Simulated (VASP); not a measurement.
Wanted: the native input for a VASP 6.6.1 run.

* Task: single point
* Functional: PBEsol
* Potentials or basis: VASP PAW PBE potentials, release 64 (Ta_pv, N)
* Cutoff: 520 eV
* k mesh: 18 × 18 × 10
* Occupations: gaussian, width 0.15 eV
* Spin: no spin polarisation
* Dipole correction: no
* Further INCAR settings: ALGO = Normal; EDIFF = 1e-06; NBANDS = 24

The structure of TaN lies in POSCAR:

```
TaN
1.0
    3.0500010905      0.0000000000      0.0000000000
   -1.5250005453      2.6413784260      0.0000000000
    0.0000000000      0.0000000000      4.9400000000
Ta N
2 2
Direct
    0.3333333333      0.6666666667      0.0000000000
    0.6666666667      0.3333333333      0.5000000000
    0.3333333333      0.6666666667      0.3850000000
    0.6666666667      0.3333333333      0.8850000000
```

One way to write it, as run:

INCAR

```
ALGO = Normal
EDIFF = 1E-6
ENCUT = 520
GGA = PS
ISIF = 2
ISMEAR = 0
LASPH = T
LCHARG = F
LREAL = F
LWAVE = F
NBANDS = 24
NELM = 100
PREC = Accurate
SIGMA = 0.15
```

KPOINTS

```
k-points
0
Gamma
  18 18 10
```

Potentials or basis: VASP PAW PBE potentials, release 64 (Ta_pv, N).

Run with:

```sh
$ cat potpaw_PBE.64/Ta_pv/POTCAR potpaw_PBE.64/N/POTCAR > POTCAR
$ mpirun -np 1 vasp_std > vasp.out
```

It gave:

```json
{"Pressure": "129.4 GPa", "Largest force": "2.355 eV/Å", "Band gap on the k mesh": "zero (bands 16 and 17 overlap by 2.86 eV)"}
```

Caveat: the cell stands under pressure; the PAW data sets were made with another functional, which shifts forces and pressure a little; spin-orbit coupling is left out, which moves the levels of the heavy elements.

It took 2.1 min on 1 thread of AMD EPYC 9R14 (Zen 4) (shared host), peak memory 0.26 GiB.
